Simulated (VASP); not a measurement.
# TePb (P6_3/mmc) in VASP: further runs

The runs below take TePb through relaxation of shape and atoms at fixed volume, with PBE.

All numbers are computed with VASP 6.6.1; they aren't measurements. Logs are shortened: lines on timing, memory, paths and dates and some standing lists are left out, and cuts for length are marked.

## (1) The cell of the first run

It takes space group P6_3/mmc (No. 194, hexagonal). Conventional cell: a = 4.684 Å, b = 4.684 Å, c = 8.113 Å, α = 90.00°, β = 90.00°, γ = 120.00°. Pb (site symmetry -3m) has 6 Te at 3.38 Å and 2 Pb at 4.06 Å within 4.4 Å. Te (site symmetry -6m2) has 6 Pb at 3.38 Å within 4.4 Å.

## (2) Relaxation of shape and atoms at fixed volume, PBE (volume scaled by 1.070)

The input, INCAR:

```
PREC = Accurate ; ENCUT = 600
EDIFF = 1E-6 ; ISMEAR = 0
SIGMA = 0.05 ; LREAL = False
LASPH = True ; NELM = 80
ALGO = Normal ; ISIF = 4
LWAVE = False ; LCHARG = False
GGA = PE ; IBRION = 2
NSW = 60 ; EDIFFG = -0.01
```

The input, KPOINTS:

```
regular mesh
0
Gamma
  8 8 6
```

The input, POSCAR:

```
TePb
1.0
    4.6838453445      0.0000000000      0.0000000000
   -2.3419226722      4.0563290557      0.0000000000
    0.0000000000      0.0000000000      8.1131980352
Pb Te
2 2
Direct
    0.0000000000      0.0000000000      0.0000000000
    0.0000000000      0.0000000000      0.5000000000
    0.3333333333      0.6666666667      0.2500000000
    0.6666666667      0.3333333333      0.7500000000
```

Potentials or basis: VASP PAW PBE potentials, release 64 (Pb_d, Te).

Command:

```bash
$ cat potpaw_PBE.64/Pb_d/POTCAR potpaw_PBE.64/Te/POTCAR > POTCAR
$ mpirun -np 1 vasp_std > vasp.out
```

OUTCAR:

```text
PREC = Accurate
   ENCUT = 600
   EDIFF = 1E-6
   ISMEAR = 0
   LREAL = False
   LASPH = True
   NELM = 80
   ISIF = 4
   GGA = PE
   IBRION = 2
   NSW = 60
   EDIFFG = -0.01

 ion  position               nearest neighbor table
   1  0.000  0.000  0.000-   3 3.38   4 3.38   3 3.38   4 3.38   4 3.38   3 3.38   2 4.06   2 4.06

   2  0.000  0.000  0.500-   3 3.38   4 3.38   3 3.38   4 3.38   4 3.38   3 3.38   1 4.06   1 4.06

   3  0.333  0.667  0.250-   1 3.38   2 3.38   1 3.38   2 3.38   1 3.38   2 3.38
   4  0.667  0.333  0.750-   1 3.38   2 3.38   1 3.38   2 3.38   1 3.38   2 3.38

  LATTYP: Found a hexagonal cell.
 ALAT       =     4.6838453445
 C/A-ratio  =     1.7321660812

  Lattice vectors:

 A1 = (   4.6838453445,   0.0000000000,   0.0000000000)
 A2 = (  -2.3419226722,   4.0563290557,   0.0000000000)
 A3 = (   0.0000000000,   0.0000000000,   8.1131980352)

Analysis of symmetry for initial positions (statically):
=====================================================================
 Subroutine PRICEL returns:
 Original cell was already a primitive cell.

 Routine SETGRP: Setting up the symmetry group for a
 hexagonal supercell.

 Subroutine GETGRP returns: Found 24 space group operations
 (whereof 12 operations were pure point group operations)
 out of a pool of 24 trial point group operations.

The static configuration has the point symmetry D_3d.
 The point group associated with its full space group is D_6h.

Analysis of symmetry for dynamics (positions and initial velocities):
=====================================================================
 Subroutine PRICEL returns:
 Original cell was already a primitive cell.

 Routine SETGRP: Setting up the symmetry group for a
 hexagonal supercell.

 Subroutine GETGRP returns: Found 24 space group operations
 (whereof 12 operations were pure point group operations)
 out of a pool of 24 trial point group operations.

The dynamic configuration has the point symmetry D_3d.
 The point group associated with its full space group is D_6h.

 Subroutine INISYM returns: Found 24 space group operations
 (whereof 12 operations are pure point group operations),
 and found     1 'primitive' translations

----------------------------------------------------------------------------------------

                                     Primitive cell

  volume of cell :     154.1444

  direct lattice vectors                    reciprocal lattice vectors
     4.683845344  0.000000000  0.000000000     0.213499791  0.123264162  0.000000000
    -2.341922672  4.056329056  0.000000000     0.000000000  0.246528323  0.000000000
     0.000000000  0.000000000  8.113198035     0.000000000  0.000000000  0.123255958

  length of vectors
     4.683845344  4.683845344  8.113198035     0.246528323  0.246528323  0.123255958

  position of ions in fractional coordinates (direct lattice)
     0.000000000  0.000000000  0.000000000
     0.000000000  0.000000000  0.500000000
     0.333333333  0.666666667  0.250000000
     0.666666667  0.333333333  0.750000000

  ion indices of the primitive-cell ions
   primitive index   ion index
                 1           1
                 2           2
                 3           3
                 4           4

----------------------------------------------------------------------------------------

 KPOINTS: regular mesh

Automatic generation of k-mesh.
 Grid dimensions read from file:
 generate k-points for:    8    8    6

 Generating k-lattice:

  Cartesian coordinates                     Fractional coordinates (reciprocal lattice)
     0.026687474  0.015408020  0.000000000     0.125000000 -0.000000000  0.000000000
     0.000000000  0.030816040  0.000000000     0.000000000  0.125000000  0.000000000
     0.000000000  0.000000000  0.020542660     0.000000000  0.000000000  0.166666667

  Length of vectors
     0.030816040  0.030816040  0.020542660

  Shift w.r.t. Gamma in fractional coordinates (k-lattice)
     0.000000000  0.000000000  0.000000000

 Subroutine IBZKPT returns following result:
 ===========================================

 Found     40 irreducible k-points:

 Following reciprocal coordinates:
            Coordinates               Weight
  0.000000  0.000000  0.000000      1.000000
  0.125000 -0.000000  0.000000      6.000000
  0.250000 -0.000000  0.000000      6.000000
  0.375000  0.000000  0.000000      6.000000
  0.500000 -0.000000  0.000000      3.000000
  0.125000  0.125000  0.000000      6.000000
[... 16 lines left out ...]
  0.250000 -0.000000  0.333333     12.000000
  0.375000  0.000000  0.333333     12.000000
 [... further k-points ...]
   k-points           NKPTS =     40   k-points in BZ     NKDIM =     40   number of bands    NBANDS=     24
   number of dos      NEDOS =    301   number of ions     NIONS =      4
   total plane-waves  NPLWV = 112000
   dimension x,y,z NGX =    40 NGY =   40 NGZ =   70
   dimension x,y,z NGXF=    80 NGYF=   80 NGZF=  140
   ions per type =               2   2
   NGX,Y,Z   is equivalent  to a cutoff of  14.20, 14.20, 14.34 a.u.
   NGXF,Y,Z  is equivalent  to a cutoff of  28.39, 28.39, 28.69 a.u.
 SYSTEM =  unknown system
   PREC   = accura    normal or accurate (medium, high low for compatibility)
   ISTART =      0    job   : 0-new  1-cont  2-samecut
   ICHARG =      2    charge: 1-file 2-atom 10-const
   ISPIN  =      1    spin polarized calculation?
   LNONCOLLINEAR =      F non collinear calculations
   LSORBIT =      F    spin-orbit coupling
   LASPH  =      T    aspherical Exc in radial PAW
   ENCUT  =  600.0 eV  44.10 Ry    6.64 a.u.   9.35  9.35 16.20*2*pi/ulx,y,z
   NELM   =     80;   NELMIN=  2; NELMDL= -5     # of ELM steps
   EDIFF  = 0.1E-05   stopping-criterion for ELM
   LREAL  =      F    real-space projection
   EDIFFG = -.1E-01   stopping-criterion for IOM
   NSW    =     60    number of steps for IOM
   IBRION =      2    ionic relax: 0-MD 1-quasi-New 2-CG
   NFREE  =      1    steps in history (QN), initial steepest desc. (CG)
   ISIF   =      4    stress and relaxation
   ISYM   =      2    0-nonsym 1-usesym 2-fastsym
   POTIM  = 0.5000    time-step for ionic-motion
   TEBEG  =    0.0;   TEEND  =   0.0 temperature during run
   PSTRESS=    0.0 pullay stress
   NELECT =      40.0000    total number of electrons
   NUPDOWN=      -1.0000    fix difference up-down
   EMIN   =  10.00;   EMAX   =-10.00  energy-range for DOS
   EFERMI =   0.00;   METHOD = LEGACY
   ISMEAR =     0;   SIGMA  =   0.05  broadening in eV -4-tet -1-fermi 0-gaus
   EFERMI_NEDOS =   21; number of points for ismear=-14 and -15
   IALGO  =     38    algorithm
   IMIX   =      4    mixing-type and parameters
     AMIX     =   0.40;   BMIX     =  1.00
     AMIX_MAG =   1.60;   BMIX_MAG =  1.00
  volume/ion in A,a.u.               =      38.54       260.05
  Fermi-wavevector in a.u.,A,eV,Ry     =   1.044205  1.973260 14.835290  1.090363
  Thomas-Fermi vector in A             =   2.178947
   LORBIT       =      0    0 simple, 1 ext, 2 COOP (PROOUT), +10 PAW based schemes
   GGA     = PE    functional components
   LHFCALC =     F    Hartree Fock is set to
   AEXX    =    0.0000 exact exchange contribution
   IVDW    =     0    specifies the selected vdW correction
   LEPSILON=     F    determine dielectric tensor
   LRPA    =     F    only Hartree local field effects (RPA)
 conjugate gradient relaxation of ions
 non-spin polarized calculation
 Gauss-broadening in eV      SIGMA  =   0.05
  energy-cutoff  :      600.00
  volume of cell :      154.14
 maximum number of plane-waves:      5181
 NGX is ok and might be reduce to    40
   NGX = 19   NGY = 19   NGZ = 33

--------------------------------------- Ionic step        1  -------------------------------------------

 number of electron      39.9999997 magnetization

 Free energy of the ion-electron system (eV)
  ---------------------------------------------------
  ext. energy  EPLUGINS =         0.00000000
  ---------------------------------------------------
  free energy    TOTEN  =       -14.83566860 eV

  energy without entropy =      -14.83566850  energy(sigma->0) =      -14.83566855

------------------------ aborting loop because EDIFF is reached ----------------------------------------

  FORCE on cell =-STRESS in cart. coord.  units (eV):
  Direction    XX          YY          ZZ          XY          YZ          ZX
  --------------------------------------------------------------------------------------
  -------------------------------------------------------------------------------------
  Total       -2.0401257     -2.0401257     -2.2845608     -0.0000000      0.0000000      0.0000000
  in kB      -21.2050695    -21.2050695    -23.7457287     -0.0000000      0.0000000      0.0000000
  external PRESSURE =     -22.0519559 kB  Pullay stress =       0.0000000 kB
[... 61 lines left out ...]
  energy  without entropy=      -14.8360628442  energy(sigma->0) =      -14.83606300

--------------------------------------- Ionic step        3  -------------------------------------------

 number of electron      40.0000001 magnetization

 Free energy of the ion-electron system (eV)
  ---------------------------------------------------
  ext. energy  EPLUGINS =         0.00000000
  ---------------------------------------------------
  free energy    TOTEN  =       -14.83634490 eV

  energy without entropy =      -14.83634283  energy(sigma->0) =      -14.83634387

 E-fermi :   4.5842     XC(G=0):  -8.6943

 val. band max:        4.4618923994   @ k =   0.3750   0.2500   0.0000
 cond. band min:       4.6883244231   @ k =   0.0000   0.0000   0.0000
 fundamental gap:      0.2264320237
 Fermi energy:         4.5842311904

 k-point     1 :       0.0000    0.0000    0.0000
  band No.  band energies     occupation
      1     -12.5679      2.00000
      2     -12.5508      2.00000
      3     -12.5508      2.00000
      4     -12.5436      2.00000
      5     -12.5436      2.00000
      6     -12.5380      2.00000
[... 637 lines left out ...]
     23       6.7868      0.00000
     24       7.3593      0.00000

 [... further k-points ...]
[... 5 lines left out ...]
  --------------------------------------------------------------------------------------
  -------------------------------------------------------------------------------------
  Total       -2.0847013     -2.0847013     -2.0821914     -0.0000000      0.0000000      0.0000000
  in kB      -21.6683888    -21.6683888    -21.6423008     -0.0000000      0.0000000      0.0000000
  external PRESSURE =     -21.6596928 kB  Pullay stress =       0.0000000 kB
[... 19 lines left out ...]
  FREE ENERGIE OF THE ION-ELECTRON SYSTEM (eV)
  ---------------------------------------------------
  free  energy   TOTEN  =       -14.8363449004 eV

  energy  without entropy=      -14.8363428299  energy(sigma->0) =      -14.83634387

 reached required accuracy - stopping structural energy minimisation
```

Run time: 3.8 min. Hardware: 1 thread of AMD EPYC 9R45 (Zen 5), shared host; peak memory 0.41 GiB.

Results:

```
Free energy               : -14.8363 eV
Energy gained by relaxing : 0.2 meV/atom
Ionic steps               : 3
Pressure after relaxing   : -2.2 GPa
Band gap on the k mesh    : 0.23 eV, indirect (least direct gap 0.33 eV)
```

Step by step:
| step | energy change (eV) | largest force (eV/Å) | pressure (GPa) | volume (Å³) |
| --- | --- | --- | --- | --- |
| 1 | 0.0000 | 0.0000 | -2.21 | 154.14 |
| 2 | -0.0004 | 0.0000 | -2.19 | 154.14 |
| 3 | -0.0007 | 0.0000 | -2.17 | 154.14 |

Final structure:
```yaml
crystal:
  lattice:
    - [4.69728, 0.00000, 0.00000]
    - [-2.34864, 4.06796, 0.00000]
    - [0.00000, 0.00000, 8.06686]
  atoms:
    - { symbol: Pb, position: [0.00000, 0.00000, 0.00000] }
    - { symbol: Pb, position: [0.00000, 0.00000, 0.50000] }
    - { symbol: Te, position: [0.33333, 0.66667, 0.25000] }
    - { symbol: Te, position: [0.66667, 0.33333, 0.75000] }
```

Caveat: the cell differs from its parent crystal (volume scaled by 1.070); spin-orbit coupling is left out, which moves the levels of the heavy elements.

(Part 1 of 2 ends here.)
